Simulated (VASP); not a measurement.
# Ti4H: single point with PBEsol

The system is Ti4H, a slab with vacuum.

```xyz
5
Lattice="2.8679 0.0000 0.0000 -1.4340 2.4837 0.0000 0.0000 0.0000 26.0249" Properties=species:S:1:pos:R:3 pbc="T T T"
Ti    1.4340    0.8279    8.5000
Ti    0.0000    1.6558   10.8416
Ti   -0.0024    0.0014   13.2145
Ti    1.4304    0.8299   15.4817
H    -0.0029    0.0017   16.5045
```

```
Program                : VASP 6.6.1
Task                   : single point
Functional             : PBEsol
Potentials or basis    : VASP PAW PBE potentials, release 64 (Ti_sv, H)
Cutoff                 : 520 eV
k mesh                 : 12 × 12 × 1
Occupations            : gaussian, width 0.1 eV
Spin                   : no spin polarisation
Dipole correction      : yes
Further INCAR settings : ALGO = Normal; EDIFF = 1e-07; NBANDS = 32
```

```json
{
  "Largest force": "0.494 eV/Å",
  "Band gap on the k mesh": "zero (an odd number of electrons rules out a gap without spin polarisation)"
}
```

Forces on the atoms (eV/Å):
```
Ti   0.000  0.000  0.494
Ti  -0.001  0.001 -0.478
Ti   0.000  0.000 -0.009
Ti   0.004 -0.002 -0.011
H   -0.003  0.002  0.004
```

Levels at points of the mesh, in eV from the Fermi level:
```csv
k point,band 20,band 21,band 22,band 23,band 24,band 25,band 26,band 27,band 28,band 29
"(0.00, 0.00, 0.00)",-3.09,-1.32,-0.14,0.26,0.37,0.70,0.75,0.75,0.85,0.85
"(0.50, 0.00, 0.00)",-2.01,-1.66,-1.49,-1.24,-0.27,0.46,0.72,0.93,0.99,1.48
"(0.50, 0.50, 0.00)",-2.01,-1.66,-1.48,-1.24,-0.27,0.46,0.72,0.92,0.99,1.48
```

Wall time 8.1 min on 1 thread of AMD EPYC 9R45 (Zen 5) (shared host), peak memory 0.4 GiB.

Caveat: the PAW data sets were made with another functional, which shifts forces and pressure a little.
